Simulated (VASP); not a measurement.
Runs of VASP 6.6.1 on Pt2Cl. The structure is that of space group P6/mmm (No. 191), or close to it. The cells are those of the table. 

```csv
task,cell,k mesh,cutoff (eV),smearing,gap on the mesh (eV),pressure (GPa),relaxed volume (Å³/atom),largest force (eV/Å)
single point,"a = 2.812, b = 2.812, c = 7.388 Å, angles 90.0, 90.0, 120.0°, 3 atoms",6 × 6 × 3,520,gaussian 0.2 eV,none,(b),-,0.04
relaxation of cell and atoms,"relaxed from a = 2.800, b = 2.800, c = 7.460 Å, angles 90.0, 90.0, 120.0°, 3 atoms",12 × 12 × 6,600,gaussian 0.1 eV,none,0.0,16.86,-
relaxation of cell and atoms,"relaxed from a = 3.475, b = 3.475, c = 6.006 Å, angles 90.0, 90.0, 120.0°, 3 atoms",6 × 6 × 3,600,gaussian 0.2 eV,none,0.1,16.81,0.04
single point,"a = 2.800, b = 2.800, c = 7.460 Å, angles 90.0, 90.0, 120.0°, 3 atoms",12 × 12 × 6,520,gaussian 0.1 eV,none,(a),-,0.02
```

Alike in all rows: level PBE; potentials or basis VASP PAW PBE potentials, release 64 (Pt, Cl); no spin polarisation.

Problem. Fill in the values left out.

Solution. (a) -0.4; (b) -0.5.

Caveats: some runs use coarse meshes; spin-orbit coupling is left out, which moves the levels of the heavy elements; an odd number of electrons without spin polarisation forces a metal; a magnetic or distorted state may lie lower; the volume moved by over 15 % at a fixed basis, so the end points are rough (some runs); the relaxation stopped at a loose force limit of 0.08 eV/Å, so its end isn't a converged minimum (some runs).

A k mesh can miss the band edges, and the runs leave out spin-orbit coupling on Pt.

A gap of «none» marks levels without a gap at the run's occupations.
